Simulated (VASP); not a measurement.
# TaN (P-6m2) in VASP: notebook

Runs on TaN. Level: LDA. Tasks: single point.

Program: VASP 6.6.1. These are calculated values, not measurements. Logs are shortened: lines on timing, memory, paths and dates and some standing lists are left out, and cuts for length are marked.

**1. The cell of the first run**

The structure is hexagonal, space group P-6m2 (No. 187). The conventional cell has a = 2.938 Å, b = 2.938 Å, c = 2.883 Å, α = 90.00°, β = 90.00°, γ = 120.00°. Within 2.9 Å of Ta (site symmetry -6m2) lie 6 N at 2.23 Å and 2 Ta at 2.88 Å. Within 2.9 Å of N (site symmetry -6m2) lie 6 Ta at 2.23 Å and 2 N at 2.88 Å.

**2. Single point, LDA**

Input file INCAR:

```
SYSTEM = TaN
ALGO = Normal
EDIFF = 1E-6
ENCUT = 600
GGA = CA
GGA_COMPAT = .FALSE.
ISIF = 2
ISMEAR = -1
LASPH = .TRUE.
LCHARG = .FALSE.
LREAL = .FALSE.
LWAVE = .FALSE.
NBANDS = 15
NELM = 120
PREC = Accurate
SIGMA = 0.1
```

Input file KPOINTS:

```
k-points
0
G
  3 3 3
  0 0 0
```

Input file POSCAR:

```
TaN
1.0
    2.9380000000      0.0000000000      0.0000000000
   -1.4690000000      2.5443826400      0.0000000000
    0.0000000000      0.0000000000      2.8830000000
Ta N
1 1
Direct
    0.3333333333      0.6666666667      0.5000000000
    0.0000000000      0.0000000000      0.0000000000
```

Potentials or basis: VASP PAW LDA potentials, release 64 (Ta_pv, N).

Started as:

```
cat potpaw_LDA.64/Ta_pv/POTCAR potpaw_LDA.64/N/POTCAR > POTCAR
mpirun -np 1 vasp_std > vasp.out
```

OUTCAR:

```text
SYSTEM = TaN
   EDIFF = 1E-6
   ENCUT = 600
   GGA = CA
   ISIF = 2
   ISMEAR = -1
   LASPH = .TRUE.
   LREAL = .FALSE.
   NELM = 120
   PREC = Accurate

 ion  position               nearest neighbor table
   1  0.333  0.667  0.500-   2 2.23   2 2.23   2 2.23   2 2.23   2 2.23   2 2.23
   2  0.000  0.000  0.000-   1 2.23   1 2.23   1 2.23   1 2.23   1 2.23   1 2.23

  LATTYP: Found a hexagonal cell.
 ALAT       =     2.9380000000
 C/A-ratio  =     0.9812797822

  Lattice vectors:

 A1 = (   2.9380000000,   0.0000000000,   0.0000000000)
 A2 = (  -1.4690000000,   2.5443826400,   0.0000000000)
 A3 = (   0.0000000000,   0.0000000000,   2.8830000000)

Analysis of symmetry for initial positions (statically):
=====================================================================
 Subroutine PRICEL returns:
 Original cell was already a primitive cell.

 Routine SETGRP: Setting up the symmetry group for a
 hexagonal supercell.

 Subroutine GETGRP returns: Found 12 space group operations
 (whereof 12 operations were pure point group operations)
 out of a pool of 24 trial point group operations.

The static configuration has the point symmetry D_3h.

Analysis of symmetry for dynamics (positions and initial velocities):
=====================================================================
 Subroutine PRICEL returns:
 Original cell was already a primitive cell.

 Routine SETGRP: Setting up the symmetry group for a
 hexagonal supercell.

 Subroutine GETGRP returns: Found 12 space group operations
 (whereof 12 operations were pure point group operations)
 out of a pool of 24 trial point group operations.

The dynamic configuration has the point symmetry D_3h.

 Subroutine INISYM returns: Found 12 space group operations
 (whereof 12 operations are pure point group operations),
 and found     1 'primitive' translations

----------------------------------------------------------------------------------------

                                     Primitive cell

  volume of cell :      21.5516

  direct lattice vectors                    reciprocal lattice vectors
     2.938000000  0.000000000  0.000000000     0.340367597  0.196511323  0.000000000
    -1.469000000  2.544382640  0.000000000     0.000000000  0.393022647  0.000000000
     0.000000000  0.000000000  2.883000000     0.000000000  0.000000000  0.346860909

  length of vectors
     2.938000000  2.938000003  2.883000000     0.393022647  0.393022647  0.346860909

  position of ions in fractional coordinates (direct lattice)
     0.333333333  0.666666667  0.500000000
     0.000000000  0.000000000  0.000000000

  ion indices of the primitive-cell ions
   primitive index   ion index
                 1           1
                 2           2

----------------------------------------------------------------------------------------

 KPOINTS: k-points

Automatic generation of k-mesh.
 Grid dimensions read from file:
 generate k-points for:    3    3    3

 Generating k-lattice:

  Cartesian coordinates                     Fractional coordinates (reciprocal lattice)
     0.113455866  0.065503774  0.000000000     0.333333333  0.000000000  0.000000000
     0.000000000  0.131007549  0.000000000     0.000000000  0.333333333  0.000000000
     0.000000000  0.000000000  0.115620303     0.000000000  0.000000000  0.333333333

  Length of vectors
     0.131007549  0.131007549  0.115620303

  Shift w.r.t. Gamma in fractional coordinates (k-lattice)
     0.000000000  0.000000000  0.000000000

 Subroutine IBZKPT returns following result:
 ===========================================

 Found      6 irreducible k-points:

 Following reciprocal coordinates:
            Coordinates               Weight
  0.000000  0.000000  0.000000      1.000000
  0.333333  0.000000  0.000000      6.000000
  0.333333  0.333333  0.000000      2.000000
  0.000000  0.000000  0.333333      2.000000
  0.333333  0.000000  0.333333     12.000000
  0.333333  0.333333  0.333333      4.000000
   k-points           NKPTS =      6   k-points in BZ     NKDIM =      6   number of bands    NBANDS=     15
   number of dos      NEDOS =    301   number of ions     NIONS =      2
   total plane-waves  NPLWV =  13824
   dimension x,y,z NGX =    24 NGY =   24 NGZ =   24
   dimension x,y,z NGXF=    48 NGYF=   48 NGZF=   48
   ions per type =               1   1
   NGX,Y,Z   is equivalent  to a cutoff of  13.58, 13.58, 13.84 a.u.
   NGXF,Y,Z  is equivalent  to a cutoff of  27.16, 27.16, 27.68 a.u.
 SYSTEM =  TaN
   PREC   = accura    normal or accurate (medium, high low for compatibility)
   ISTART =      0    job   : 0-new  1-cont  2-samecut
   ICHARG =      2    charge: 1-file 2-atom 10-const
   ISPIN  =      1    spin polarized calculation?
   LNONCOLLINEAR =      F non collinear calculations
   LSORBIT =      F    spin-orbit coupling
   LASPH  =      T    aspherical Exc in radial PAW
   ENCUT  =  600.0 eV  44.10 Ry    6.64 a.u.   5.87  5.87  5.76*2*pi/ulx,y,z
   NELM   =    120;   NELMIN=  2; NELMDL= -5     # of ELM steps
   EDIFF  = 0.1E-05   stopping-criterion for ELM
   LREAL  =      F    real-space projection
   EDIFFG = 0.1E-04   stopping-criterion for IOM
   NSW    =      0    number of steps for IOM
   IBRION =     -1    ionic relax: 0-MD 1-quasi-New 2-CG
   NFREE  =      0    steps in history (QN), initial steepest desc. (CG)
   ISIF   =      2    stress and relaxation
   ISYM   =      2    0-nonsym 1-usesym 2-fastsym
   POTIM  = 0.5000    time-step for ionic-motion
   TEBEG  =    0.0;   TEEND  =   0.0 temperature during run
   PSTRESS=    0.0 pullay stress
   NELECT =      16.0000    total number of electrons
   NUPDOWN=      -1.0000    fix difference up-down
   EMIN   =  10.00;   EMAX   =-10.00  energy-range for DOS
   EFERMI =   0.00;   METHOD = LEGACY
   ISMEAR =    -1;   SIGMA  =   0.10  broadening in eV -4-tet -1-fermi 0-gaus
   EFERMI_NEDOS =   21; number of points for ismear=-14 and -15
   IALGO  =     38    algorithm
   IMIX   =      4    mixing-type and parameters
     AMIX     =   0.40;   BMIX     =  1.00
     AMIX_MAG =   1.60;   BMIX_MAG =  1.00
  volume/ion in A,a.u.               =      10.78        72.72
  Fermi-wavevector in a.u.,A,eV,Ry     =   1.482365  2.801264 29.897531  2.197407
  Thomas-Fermi vector in A             =   2.596160
   LORBIT       =      0    0 simple, 1 ext, 2 COOP (PROOUT), +10 PAW based schemes
   GGA     = CA    functional components
   LHFCALC =     F    Hartree Fock is set to
   AEXX    =    0.0000 exact exchange contribution
   IVDW    =     0    specifies the selected vdW correction
   LEPSILON=     F    determine dielectric tensor
   LRPA    =     F    only Hartree local field effects (RPA)
 non-spin polarized calculation
  energy-cutoff  :      600.00
  volume of cell :       21.55
 maximum number of plane-waves:       732
 NGX is ok and might be reduce to    24
   NGX = 11   NGY = 11   NGZ = 11

 number of electron      16.0000001 magnetization

 Free energy of the ion-electron system (eV)
  ---------------------------------------------------
  ext. energy  EPLUGINS =         0.00000000
  ---------------------------------------------------
  free energy    TOTEN  =       -24.39266126 eV

  energy without entropy =      -24.36404623  energy(sigma->0) =      -24.37835375

 E-fermi :   8.3859     XC(G=0): -13.5794

 val. band max:        8.3266814054   @ k =   0.0000   0.0000   0.3333
 cond. band min:       9.0652785017   @ k =   0.0000   0.0000   0.3333
 fundamental gap:      0.7385970963
 Fermi energy:         8.3858501434

 k-point     1 :       0.0000    0.0000    0.0000
  band No.  band energies     occupation
      1     -26.5992      2.00000
      2     -26.2027      2.00000
      3     -26.2027      2.00000
      4      -9.4057      2.00000
      5       3.6027      2.00000
      6       3.6027      2.00000
      7       3.8637      2.00000
      8       5.2666      2.00000
      9      10.4726      0.00000
     10      11.7339      0.00000
     11      11.7339      0.00000
     12      12.0232      0.00000
     13      12.0232      0.00000
     14      20.5216      0.00000
     15      21.3026      0.00000

 k-point     2 :       0.3333    0.0000    0.0000
  band No.  band energies     occupation
      1     -27.0094      2.00000
      2     -26.4900      2.00000
      3     -26.3827      2.00000
      4      -7.6875      2.00000
      5       0.5549      2.00000
      6       3.4116      2.00000
      7       4.7246      2.00000
      8       5.0081      2.00000
      9      10.6886      0.00000
     10      11.2643      0.00000
     11      12.6330      0.00000
     12      13.2453      0.00000
     13      14.4839      0.00000
     14      20.5391      0.00000
     15      21.5707      0.00000

 k-point     3 :       0.3333    0.3333    0.0000
  band No.  band energies     occupation
      1     -26.9924      2.00000
      2     -26.8885      2.00000
      3     -26.4348      2.00000
      4      -6.6518      2.00000
      5       0.5399      2.00000
      6       2.4824      2.00000
      7       2.9784      2.00000
      8       8.2952      1.42477
      9       9.1055      0.00150
     10       9.6351      0.00001
     11      10.6665      0.00000
     12      15.6145      0.00000
     13      20.3544      0.00000
     14      20.6542      0.00000
     15      22.2664      0.00000

 k-point     4 :       0.0000    0.0000    0.3333
  band No.  band energies     occupation
      1     -27.3183      2.00000
      2     -26.1401      2.00000
      3     -26.1401      2.00000
      4      -7.5311      2.00000
      5       0.0596      2.00000
      6       4.2298      2.00000
      7       4.2298      2.00000
      8       8.3267      1.28750
      9       8.3267      1.28750
     10       9.0653      0.00224
     11      12.1615      0.00000
     12      12.1615      0.00000
     13      13.3568      0.00000
     14      20.4637      0.00000
     15      20.7217      0.00000

 k-point     5 :       0.3333    0.0000    0.3333
  band No.  band energies     occupation
      1     -27.1428      2.00000
      2     -26.8907      2.00000
      3     -26.3098      2.00000
      4      -7.2803      2.00000
      5       0.6302      2.00000
      6       2.6699      2.00000
      7       3.2493      2.00000
      8       6.7030      2.00000
      9      10.9170      0.00000
     10      11.1595      0.00000
     11      12.9405      0.00000
     12      14.3643      0.00000
     13      17.3553      0.00000
     14      20.5408      0.00000
     15      21.1103      0.00000

 k-point     6 :       0.3333    0.3333    0.3333
  band No.  band energies     occupation
      1     -27.0493      2.00000
      2     -26.8709      2.00000
      3     -26.7913      2.00000
      4      -7.1439      2.00000
      5       0.4273      2.00000
      6       1.8588      2.00000
      7       3.2888      2.00000
      8       7.6824      1.99824
      9      11.8702      0.00000
     10      12.7475      0.00000
     11      14.0494      0.00000
     12      14.4139      0.00000
     13      17.6457      0.00000
     14      20.5459      0.00000
     15      20.5539      0.00000

------------------------ aborting loop because EDIFF is reached ----------------------------------------

  FORCE on cell =-STRESS in cart. coord.  units (eV):
  Direction    XX          YY          ZZ          XY          YZ          ZX
  --------------------------------------------------------------------------------------
  -------------------------------------------------------------------------------------
  Total       -0.5293129     -0.5293129     -1.4337000      0.0000000     -0.0000000      0.0000000
  in kB      -39.3499544    -39.3499545   -106.5835049      0.0000000     -0.0000000      0.0000000
  external PRESSURE =     -61.7611379 kB  Pullay stress =       0.0000000 kB

 VOLUME and BASIS-vectors are now :
 -----------------------------------------------------------------------------
  energy-cutoff  :      600.00
  volume of cell :       21.55
      direct lattice vectors                 reciprocal lattice vectors
     2.938000000  0.000000000  0.000000000     0.340367597  0.196511323  0.000000000
    -1.469000000  2.544382640  0.000000000     0.000000000  0.393022647  0.000000000
     0.000000000  0.000000000  2.883000000     0.000000000  0.000000000  0.346860909

 POSITION                                       TOTAL-FORCE (eV/Angst)
 -----------------------------------------------------------------------------------
     -0.00000      1.69626      1.44150         0.000000      0.000000      0.000000
      0.00000      0.00000      0.00000        -0.000000      0.000000      0.000000
 -----------------------------------------------------------------------------------
    total drift:                                0.000000      0.000000     -0.000000

  FREE ENERGIE OF THE ION-ELECTRON SYSTEM (eV)
  ---------------------------------------------------
  free  energy   TOTEN  =       -24.3926612620 eV

  energy  without entropy=      -24.3640462292  energy(sigma->0) =      -24.37835375
```

Run time: 1.6 s. Hardware: 1 thread of Intel Xeon 6975P-C (Granite Rapids), shared host; peak memory 0.13 GiB.

What came out:

```
Free energy            : -24.3927 eV
Pressure               : -6.2 GPa
Band gap on the k mesh : zero (filled and empty bands touch)
```

Caveat: the k points lie up to 0.82 Å⁻¹ apart; spin-orbit coupling is left out, which moves the levels of the heavy elements.

**3. Single point, LDA**

Input file INCAR:

```
SYSTEM = TaN
  ALGO = Normal
  EDIFF = 1E-6
  ENCUT = 600
  GGA = CA
  GGA_COMPAT = .False.
  ISIF = 2
  ISMEAR = -1
  LASPH = .True.
  LCHARG = .False.
  LREAL = .False.
  LWAVE = .False.
  NBANDS = 15
  NELM = 120
  PREC = Accurate
  SIGMA = 0.1
```

Input file KPOINTS:

```
k-points
0
Gamma
  4 4 4
  0 0 0
```

POSCAR is that of step 2.

Potentials or basis: VASP PAW LDA potentials, release 64 (Ta_pv, N).

Started as:

```
cat potpaw_LDA.64/Ta_pv/POTCAR potpaw_LDA.64/N/POTCAR > POTCAR
mpirun -np 1 vasp_std > vasp.out
```

It took 2.1 s on 1 thread of Intel Xeon 6975P-C (Granite Rapids), shared host; peak memory 0.12 GiB.

The run converged. Its results:

- Free energy: -24.6359 eV
- Pressure: -9.3 GPa
- Band gap on the k mesh: zero (filled and empty bands touch)

Stress tensor (GPa, compression positive):
```
 -8.17   0.00   0.00
  0.00  -8.17   0.00
  0.00   0.00 -11.53
```

Levels at points of the mesh, in eV from the Fermi level:
```
           k point  band 6  band 7  band 8  band 9  band 10  band 11
(0.00, 0.00, 0.00)   -4.50   -4.14   -2.83    2.41     3.62     3.62
(0.50, 0.00, 0.00)   -5.14   -3.42   -3.08    2.99     4.08     5.23
(0.00, 0.00, 0.50)   -3.69   -3.69   -0.08   -0.08     2.49     3.32
(0.50, 0.00, 0.50)   -6.08   -5.63   -0.24    4.24     5.37     6.11
```

Caveat: the k points lie up to 0.62 Å⁻¹ apart; spin-orbit coupling is left out, which moves the levels of the heavy elements.

**4. Single point, LDA**

Input file INCAR:

```
SYSTEM = TaN
  ALGO = Normal
  EDIFF = 1E-6
  ENCUT = 600
  GGA = CA
  GGA_COMPAT = .FALSE.
  ISIF = 2
  ISMEAR = -1
  LASPH = .TRUE.
  LCHARG = .FALSE.
  LREAL = .FALSE.
  LWAVE = .FALSE.
  NBANDS = 15
  NELM = 120
  PREC = Accurate
  SIGMA = 0.1
```

Input file KPOINTS:

```
k-points
0
G
  5 5 4
  0 0 0
```

POSCAR is that of step 3.

Started as:

```
cat potpaw_LDA.64/Ta_pv/POTCAR potpaw_LDA.64/N/POTCAR > POTCAR
mpirun -np 1 vasp_std > vasp.out
```

It took 2.4 s on 1 thread of Intel Xeon 6975P-C (Granite Rapids), shared host; peak memory 0.13 GiB.

Results (log left out):

* Free energy: -24.6847 eV
* Pressure: -9.7 GPa
* Band gap on the k mesh: zero (filled and empty bands touch)

Stress tensor (GPa, compression positive):
```
-10.27   0.00   0.00
  0.00 -10.27   0.00
  0.00   0.00  -8.48
```

Levels at points of the mesh, in eV from the Fermi level:
| k point | band 6 | band 7 | band 8 | band 9 | band 10 | band 11 |
| --- | --- | --- | --- | --- | --- | --- |
| (0.00, 0.00, 0.00) | -4.47 | -4.12 | -2.80 | 2.44 | 3.65 | 3.65 |
| (0.00, 0.00, 0.50) | -3.66 | -3.66 | -0.05 | -0.05 | 2.51 | 3.35 |

Caveat: the k points lie up to 0.54 Å⁻¹ apart; spin-orbit coupling is left out, which moves the levels of the heavy elements.

(Continued in part 2 of 3.)
